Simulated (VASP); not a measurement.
Crystal: CoO.

```
Co O
1.0
     0.00000    2.24997    2.24997
     2.24997    0.00000    2.24997
     2.24997    2.24997    0.00000
Co O
1 1
Direct
  0.00000 0.00000 0.00000
  0.25000 0.25000 0.25000
```

Base run:

```yaml
Program: VASP 6.6.1
Functional: PBE
Potentials_or_basis: VASP PAW PBE potentials, release 64 (Co, O)
Cutoff: 520 eV
k_mesh: 16 × 16 × 16
Occupations: gaussian, width 0.1 eV
Spin: no spin polarisation
```

Its results: pressure -13.9 GPa.

Q: The run is repeated on the same cell with these changes: spin from no spin polarisation to collinear spin, ferromagnetic start; further incar settings from ALGO = Normal; EDIFF = 1e-06; NBANDS = 14 to ALGO = Normal; EDIFF = 1e-06; NBANDS = 18. What comes out?

A: Pressure -0.1 GPa; net moment 2.75 μB per cell; site moments Co +2.37; O +0.29 μB.

Caveats: an odd number of electrons without spin polarisation forces a metal (some runs); a magnetic or distorted state may lie lower (some runs); a cell with one magnetic atom can't hold antiferromagnetic order, which such compounds often take (some runs).
